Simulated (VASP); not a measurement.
Set up this calculation in VASP 6.6.1, as the native input.

| Item | Value |
| --- | --- |
| Task | single point |
| Functional | PBE |
| Potentials or basis | VASP PAW PBE potentials, release 64 (Mg, O) |
| Cutoff | 520 eV |
| k mesh | 8 × 8 × 8 |
| Occupations | gaussian, width 0.05 eV |
| Spin | no spin polarisation |
| Dipole correction | no |
| Further INCAR settings | ALGO = Normal; EDIFF = 1e-06; NBANDS = 26 |

The structure of MgO lies in POSCAR:

```
MgO
1.0
    3.5213164963      0.0000000000      0.0000000000
    1.7606582482     -3.0495495405     -4.2393824239
    1.7606582481      3.0495495406     -4.2393824239
Mg O
4 4
Direct
    0.8748768747      0.4584564589      0.7917897916
    0.3863027471      0.9470305858      0.2803639199
    0.1305898107      0.5464882297      0.1923321488
    0.6305898111      0.0256654818      0.7131548959
    0.6165081971      0.7115795929      0.0554040129
    0.1165081971      0.2220706795      0.5449129264
    0.3671265375      0.2995401290      0.9662067960
    0.8658898567      0.8007768102      0.4674434764
```

This cell differs from its parent crystal: atoms displaced along a vibrational mode.

One way to write it, as run:

INCAR

```
PREC = Accurate
ENCUT = 520
EDIFF = 1E-6
ISMEAR = 0
SIGMA = 0.05
LREAL = False
LASPH = True
NELM = 80
ALGO = Normal
ISIF = 2
LWAVE = False
LCHARG = True
GGA = PE
LELF = True
LVHAR = True
NBANDS = 26
```

KPOINTS

```
Automatic mesh
0
Gamma
  8 8 8
```

Potentials or basis: VASP PAW PBE potentials, release 64 (Mg, O).

The run is started by

```bash
$ cat potpaw_PBE.64/Mg/POTCAR potpaw_PBE.64/O/POTCAR > POTCAR
$ mpirun -np 1 vasp_std > vasp.out
```

It gave:

```json
{"Pressure": "0.8 GPa", "Largest force": "1.720 eV/Å", "Band gap on the k mesh": "3.08 eV"}
```

Caveat: the cell differs from its parent crystal (atoms displaced along a vibrational mode); forces of over 1 eV/Å act on the atoms, so gaps and moduli don't describe the material at rest.

Wall time 12 min on 1 thread of AMD EPYC 7R13, with other jobs on the host, peak memory 0.38 GiB.
